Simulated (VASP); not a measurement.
# AlNi (Pm-3m) in VASP: further runs, part 2 of 2

VASP 6.6.1.

## Step 3: Single point, PBE+D3(BJ), collinear spin, ferromagnetic start

This run uses another cell than the first one, of 11.66 Å³/atom, 1.026 times its volume.

Contents of INCAR:

```
SYSTEM = AlNi
  PREC = Accurate
  ENCUT = 520
  EDIFF = 1E-6
  ISMEAR = -1
  SIGMA = 0.1
  LREAL = .FALSE.
  LASPH = .TRUE.
  NELM = 150
  ALGO = Normal
  ISIF = 2
  LWAVE = .FALSE.
  LCHARG = .FALSE.
  ISPIN = 2
  MAGMOM = 0 1.5
  LORBIT = 11
  LMAXMIX = 4
  GGA = PE
  IVDW = 12
  NBANDS = 18
```

Contents of KPOINTS:

```
Automatic mesh
0
G
  10 10 10
  0 0 0
```

Contents of POSCAR:

```
AlNi
1.0
    2.8571632420      0.0000000000      0.0000000000
    0.0000000000      2.8571632420      0.0000000000
    0.0000000000      0.0000000000      2.8571632420
Al Ni
1 1
Direct
    0.0000000000      0.0000000000      0.0000000000
    0.5000000000      0.5000000000      0.5000000000
```

Potentials or basis: VASP PAW PBE potentials, release 64 (Al, Ni).

Launch:

```bash
cat potpaw_PBE.64/Al/POTCAR potpaw_PBE.64/Ni/POTCAR > POTCAR
mpirun -np 1 vasp_std > vasp.out
```

OUTCAR:

```text
SYSTEM = AlNi
   PREC = Accurate
   ENCUT = 520
   EDIFF = 1E-6
   ISMEAR = -1
   LREAL = .FALSE.
   LASPH = .TRUE.
   NELM = 150
   ISIF = 2
   ISPIN = 2
   LORBIT = 11
   GGA = PE
   IVDW = 12
 IVDW          = 12

 ion  position               nearest neighbor table
   1  0.000  0.000  0.000-   2 2.47   2 2.47   2 2.47   2 2.47   2 2.47   2 2.47   2 2.47   2 2.47

   2  0.500  0.500  0.500-   1 2.47   1 2.47   1 2.47   1 2.47   1 2.47   1 2.47   1 2.47   1 2.47

  LATTYP: Found a simple cubic cell.
 ALAT       =     2.8571632420

  Lattice vectors:

 A1 = (   2.8571632420,   0.0000000000,   0.0000000000)
 A2 = (   0.0000000000,   2.8571632420,   0.0000000000)
 A3 = (   0.0000000000,   0.0000000000,   2.8571632420)

Analysis of symmetry for initial positions (statically):
=====================================================================
 Subroutine PRICEL returns:
 Original cell was already a primitive cell.

 Routine SETGRP: Setting up the symmetry group for a
 simple cubic supercell.

 Subroutine GETGRP returns: Found 48 space group operations
 (whereof 48 operations were pure point group operations)
 out of a pool of 48 trial point group operations.

The static configuration has the point symmetry O_h .

Analysis of symmetry for dynamics (positions and initial velocities):
=====================================================================
 Subroutine PRICEL returns:
 Original cell was already a primitive cell.

 Routine SETGRP: Setting up the symmetry group for a
 simple cubic supercell.

 Subroutine GETGRP returns: Found 48 space group operations
 (whereof 48 operations were pure point group operations)
 out of a pool of 48 trial point group operations.

The dynamic configuration has the point symmetry O_h .

Analysis of structural, dynamic, and magnetic symmetry:
=====================================================================
 Subroutine PRICEL returns:
 Original cell was already a primitive cell.

 Routine SETGRP: Setting up the symmetry group for a
[... 151 lines left out ...]
  ---------------------------------------------------
  free energy    TOTEN  =       -10.53741642 eV

  energy without entropy =      -10.51364923  energy(sigma->0) =      -10.52553282

 E-fermi :  10.3702     XC(G=0): -12.1686

 val. band max:       10.3433732270   @ k =   0.4000   0.4000   0.2000
 cond. band min:      10.4486945234   @ k =   0.4000   0.3000   0.2000
 fundamental gap:      0.1053212964
 Fermi energy:        10.3702272867

 spin component 1

 k-point     1 :       0.0000    0.0000    0.0000
  band No.  band energies     occupation
      1      -0.9622      1.00000
      2       7.0112      1.00000
      3       7.0112      1.00000
      4       8.7656      1.00000
      5       8.7656      1.00000
      6       8.7656      1.00000
[... 493 lines left out ...]
     17      31.7514      0.00000
     18      36.0979      0.00000

 [... further k-points ...]

 spin component 2

 k-point     1 :       0.0000    0.0000    0.0000
  band No.  band energies     occupation
      1      -0.9623      1.00000
      2       7.0112      1.00000
      3       7.0112      1.00000
      4       8.7658      1.00000
      5       8.7658      1.00000
      6       8.7658      1.00000
[... 493 lines left out ...]
     17      31.7514      0.00000
     18      36.0978      0.00000

 [... further k-points ...]

------------------------ aborting loop because EDIFF is reached ----------------------------------------

 Edisp (eV)   -0.90905

 E8    (eV) :    -0.4008

  FORCE on cell =-STRESS in cart. coord.  units (eV):
  Direction    XX          YY          ZZ          XY          YZ          ZX
  --------------------------------------------------------------------------------------
  -------------------------------------------------------------------------------------
  Total      -0.00850    -0.00850    -0.00850    -0.00000    -0.00000     0.00000
  in kB      -0.58371    -0.58371    -0.58371    -0.00000    -0.00000     0.00000
  external pressure =       -0.58 kB  Pullay stress =        0.00 kB

 VOLUME and BASIS-vectors are now :
 -----------------------------------------------------------------------------
  energy-cutoff  :      520.00
  volume of cell :       23.32
      direct lattice vectors                 reciprocal lattice vectors
     2.857163242  0.000000000  0.000000000     0.349997503  0.000000000  0.000000000
     0.000000000  2.857163242  0.000000000     0.000000000  0.349997503  0.000000000
     0.000000000  0.000000000  2.857163242     0.000000000  0.000000000  0.349997503

 POSITION                                       TOTAL-FORCE (eV/Angst)
 -----------------------------------------------------------------------------------
      0.00000      0.00000      0.00000         0.000000      0.000000      0.000000
      1.42858      1.42858      1.42858         0.000000      0.000000      0.000000
 -----------------------------------------------------------------------------------
    total drift:                                0.000000      0.000000     -0.000000

  FREE ENERGIE OF THE ION-ELECTRON SYSTEM (eV)
  ---------------------------------------------------
  free  energy   TOTEN  =       -11.4464657500 eV

  energy  without entropy=      -11.4226985562  energy(sigma->0) =      -11.43458215

 total charge

# of ion       s       p       d       tot
------------------------------------------
    1        0.386   0.425   0.000   0.811
    2        0.485   0.539   8.486   9.509
--------------------------------------------------
tot          0.871   0.963   8.486  10.321

 magnetization (x)

# of ion       s       p       d       tot
------------------------------------------
    1        0.000   0.000   0.000   0.000
    2       -0.000  -0.000   0.000   0.000
--------------------------------------------------
tot          0.000  -0.000   0.000   0.000
```

OSZICAR:

```text
N       E                     dE             d eps       ncg     rms          rms(c)
DAV:   1     0.454435615632E+02    0.45444E+02   -0.50861E+03  4160   0.760E+02
DAV:   2    -0.915156683489E+01   -0.54595E+02   -0.47855E+02  4446   0.163E+02
DAV:   3    -0.118322709539E+02   -0.26807E+01   -0.26321E+01  4784   0.369E+01
DAV:   4    -0.118668936486E+02   -0.34623E-01   -0.34591E-01  4758   0.373E+00
DAV:   5    -0.118676696822E+02   -0.77603E-03   -0.77597E-03  4668   0.600E-01    0.134E+01
DAV:   6    -0.141363307090E+02   -0.22687E+01   -0.42135E+01  4640   0.776E+01    0.170E+01
DAV:   7    -0.105575513825E+02    0.35788E+01   -0.12852E+01  4678   0.454E+01    0.174E+00
DAV:   8    -0.105506396611E+02    0.69117E-02   -0.33885E-01  5188   0.553E+00    0.111E+00
DAV:   9    -0.105371456896E+02    0.13494E-01   -0.37983E-02  4992   0.184E+00    0.630E-01
DAV:  10    -0.105374708231E+02   -0.32513E-03   -0.14555E-03  5532   0.352E-01    0.197E-01
DAV:  11    -0.105373477569E+02    0.12307E-03   -0.14100E-03  5330   0.319E-01    0.958E-02
DAV:  12    -0.105374214893E+02   -0.73732E-04   -0.20097E-04  4978   0.131E-01    0.415E-02
DAV:  13    -0.105374167083E+02    0.47811E-05   -0.19113E-05  5350   0.486E-02    0.104E-02
DAV:  14    -0.105374164201E+02    0.28815E-06   -0.10753E-06  2634   0.942E-03
   1 F= -.11446466E+02 E0= -.11434582E+02  d E =-.237672E-01  mag=    -0.0000
```

Run time: 22 s. Hardware: 1 thread of Intel Xeon 6975P-C (Granite Rapids), shared host; peak memory 0.17 GiB.

What came out:

| Property | Result |
| --- | --- |
| Free energy | -11.4465 eV |
| Pressure | -0.1 GPa |
| Net moment | 0.00 μB per cell |
| Valence electrons inside the program's atomic spheres | Al 0.81; Ni 9.51 |
| Dispersion energy per atom | -0.455 eV |

Levels at points of the mesh, in eV from the Fermi level:
Spin up:
| k point | band 4 | band 5 | band 6 | band 7 | band 8 | band 9 |
| --- | --- | --- | --- | --- | --- | --- |
| (0.00, 0.00, 0.00) | -1.60 | -1.60 | -1.60 | 5.60 | 5.60 | 5.60 |
| (0.50, 0.00, 0.00) | -2.33 | -2.33 | -1.51 | -0.67 | 8.30 | 10.13 |
| (0.50, 0.50, 0.00) | -2.97 | -2.16 | -2.16 | -1.06 | 1.52 | 2.58 |
| (0.50, 0.50, 0.50) | -1.03 | -1.03 | 1.97 | 1.97 | 1.97 | 3.90 |
Spin down:
| k point | band 2 | band 3 | band 4 | band 5 | band 6 | band 7 | band 8 | band 9 | band 10 | band 11 |
| --- | --- | --- | --- | --- | --- | --- | --- | --- | --- | --- |
| (0.00, 0.00, 0.00) | -3.36 | -3.36 | -1.60 | -1.60 | -1.60 | 5.60 | 5.60 | 5.60 | 8.19 | 8.19 |
| (0.50, 0.00, 0.00) | -6.93 | -2.86 | -2.33 | -2.33 | -1.51 | -0.67 | 8.30 | 10.13 | 10.13 | 11.12 |
| (0.50, 0.50, 0.00) | -3.49 | -2.97 | -2.97 | -2.16 | -2.16 | -1.06 | 1.52 | 2.58 | 12.54 | 15.32 |
| (0.50, 0.50, 0.50) | -4.23 | -4.23 | -1.03 | -1.03 | 1.97 | 1.97 | 1.97 | 3.90 | 4.54 | 4.54 |

Caveat: the starting moments collapsed, and a magnetic state may lie lower; pairwise dispersion overbinds metals, which lowers pressure and volume.

## Step 4: Single point, RPBE, collinear spin, ferromagnetic start

This run uses another cell than the first one, of 12.40 Å³/atom, 1.091 times its volume.

Contents of INCAR:

```
SYSTEM = AlNi
PREC = Accurate ; ENCUT = 520
EDIFF = 1E-6 ; ISMEAR = -1
SIGMA = 0.1 ; LREAL = .FALSE.
LASPH = .TRUE. ; NELM = 150
ALGO = Normal ; ISIF = 2
LWAVE = .FALSE. ; LCHARG = .TRUE.
ISPIN = 2 ; MAGMOM = 0 1.5
LORBIT = 11 ; LMAXMIX = 4
GGA = RP ; LELF = .TRUE.
LVHAR = .TRUE. ; NBANDS = 18
```

KPOINTS is that of step 3.

Contents of POSCAR:

```
AlNi
1.0
    2.9162176110      0.0000000000      0.0000000000
    0.0000000000      2.9162176110      0.0000000000
    0.0000000000      0.0000000000      2.9162176110
Al Ni
1 1
Direct
    0.0000000000      0.0000000000      0.0000000000
    0.5000000000      0.5000000000      0.5000000000
```

Launch:

```bash
cat potpaw_PBE.64/Al/POTCAR potpaw_PBE.64/Ni/POTCAR > POTCAR
mpirun -np 1 vasp_std > vasp.out
```

Run time: 22 s. Hardware: 1 thread of Intel Xeon 6975P-C (Granite Rapids), shared host; peak memory 0.17 GiB.

It converged, with:

```
Free energy                                           : -9.7652 eV
Pressure                                              : -0.1 GPa
Net moment                                            : 0.00 μB per cell
Valence electrons inside the program's atomic spheres : Al 0.78; Ni 9.39
```

Levels at points of the mesh, in eV from the Fermi level:
Spin up:
```
           k point  band 4  band 5  band 6  band 7  band 8  band 9
(0.00, 0.00, 0.00)   -1.48   -1.48   -1.48    5.36    5.36    5.36
(0.50, 0.00, 0.00)   -2.15   -2.15   -1.40   -0.64    8.16    9.83
(0.50, 0.50, 0.00)   -2.82   -1.98   -1.98   -0.98    1.42    2.30
(0.50, 0.50, 0.50)   -0.95   -0.95    2.00    2.00    2.00    3.46
```
Spin down:
```tsv
k point	band 2	band 3	band 4	band 5	band 6	band 7	band 8	band 9	band 10	band 11
(0.00, 0.00, 0.00)	-3.07	-3.07	-1.48	-1.48	-1.48	5.36	5.36	5.36	7.94	7.94
(0.50, 0.00, 0.00)	-6.59	-2.62	-2.15	-2.15	-1.40	-0.64	8.16	9.83	9.83	10.56
(0.50, 0.50, 0.00)	-3.22	-2.82	-2.82	-1.98	-1.98	-0.98	1.42	2.30	11.94	14.80
(0.50, 0.50, 0.50)	-3.93	-3.93	-0.95	-0.95	2.00	2.00	2.00	3.46	4.26	4.26
```

Caveat: the starting moments collapsed, and a magnetic state may lie lower; the PAW data sets were made with another functional, which shifts forces and pressure a little.

## Step 5: Relaxation of cell and atoms, LDA, collinear spin, ferromagnetic start

This run uses another cell than the first one, of 11.96 Å³/atom, 1.052 times its volume.

Contents of INCAR:

```
  ALGO = Normal
  EDIFF = 1E-7
  EDIFFG = -0.05
  ENCUT = 600
  GGA = CA
  IBRION = 2
  ISIF = 3
  ISMEAR = -1
  ISPIN = 2
  LASPH = T
  LCHARG = F
  LMAXMIX = 4
  LORBIT = 11
  LREAL = F
  LWAVE = F
  MAGMOM = 0 1.5
  NELM = 150
  NSW = 80
  PREC = Accurate
  SIGMA = 0.1
```

Contents of KPOINTS:

```
k-points
0
Gamma
  10 10 10
```

Contents of POSCAR:

```
AlNi
1.0
    2.8810000000      0.0000000000      0.0000000000
    0.0000000000      2.8810000000      0.0000000000
    0.0000000000      0.0000000000      2.8810000000
Al Ni
1 1
Direct
    0.0000000000      0.0000000000      0.0000000000
    0.5000000000      0.5000000000      0.5000000000
```

Potentials or basis: VASP PAW LDA potentials, release 64 (Al, Ni).

Launch:

```bash
cat potpaw_LDA.64/Al/POTCAR potpaw_LDA.64/Ni/POTCAR > POTCAR
mpirun -np 1 vasp_std > vasp.out
```

Wall time 24 s (1 thread of Intel Xeon 6975P-C (Granite Rapids), shared host); peak memory 0.16 GiB.

It converged, with:

```
Free energy                                           : -12.2127 eV
Relaxed volume                                        : 11.38 Å³/atom
Relaxed cell                                          : a = 2.834 Å, b = 2.834 Å, c = 2.834 Å, α = 90.00°, β = 90.00°, γ = 90.00°
Space group after relaxing (to 0.05 Å)                : Pm-3m (No. 221)
Energy gained by relaxing                             : 15.6 meV/atom
Ionic steps                                           : 3
Pressure after relaxing                               : -0.1 GPa
Net moment                                            : 0.00 μB per cell
Valence electrons inside the program's atomic spheres : Al 0.83; Ni 9.58
```

Step by step:
```
step  energy change (eV)  largest force (eV/Å)  pressure (GPa)  volume (Å³)
   1              0.0000                0.0000           -8.27        23.91
   2             -0.0083                0.0000            8.26        21.84
   3             -0.0312                0.0000           -0.08        22.76
```

Final structure:
```cif
data_structure
_symmetry_space_group_name_H-M 'P 1'
_symmetry_Int_Tables_number 1
_cell_length_a 2.8340
_cell_length_b 2.8340
_cell_length_c 2.8340
_cell_angle_alpha 90.000
_cell_angle_beta 90.000
_cell_angle_gamma 90.000
_cell_volume 22.76
loop_
_atom_site_label
_atom_site_type_symbol
_atom_site_fract_x
_atom_site_fract_y
_atom_site_fract_z
_atom_site_occupancy
Al1 Al 0.00000 0.00000 0.00000 1
Ni1 Ni 0.50000 0.50000 0.50000 1
```

Levels at points of the mesh, in eV from the Fermi level:
Spin up:
```tsv
k point	band 2	band 3	band 4	band 5	band 6	band 7	band 8	band 9	band 10	band 11
(0.00, 0.00, 0.00)	-3.50	-3.50	-1.68	-1.68	-1.68	5.67	5.67	5.67	8.37	8.37
(0.50, 0.00, 0.00)	-7.04	-3.00	-2.43	-2.43	-1.59	-0.71	8.41	10.21	10.21	11.30
(0.50, 0.50, 0.00)	-3.62	-2.98	-2.98	-2.26	-2.26	-1.12	1.54	2.70	12.67	15.52
(0.50, 0.50, 0.50)	-4.37	-4.37	-1.08	-1.08	1.98	1.98	1.98	4.03	4.70	4.70
```
Spin down:
| k point | band 4 | band 5 | band 6 | band 7 | band 8 | band 9 |
| --- | --- | --- | --- | --- | --- | --- |
| (0.00, 0.00, 0.00) | -1.68 | -1.68 | -1.68 | 5.67 | 5.67 | 5.67 |
| (0.50, 0.00, 0.00) | -2.43 | -2.43 | -1.59 | -0.71 | 8.41 | 10.21 |
| (0.50, 0.50, 0.00) | -2.98 | -2.26 | -2.26 | -1.12 | 1.54 | 2.70 |
| (0.50, 0.50, 0.50) | -1.08 | -1.08 | 1.98 | 1.98 | 1.98 | 4.03 |

Caveat: the starting moments collapsed, and a magnetic state may lie lower.
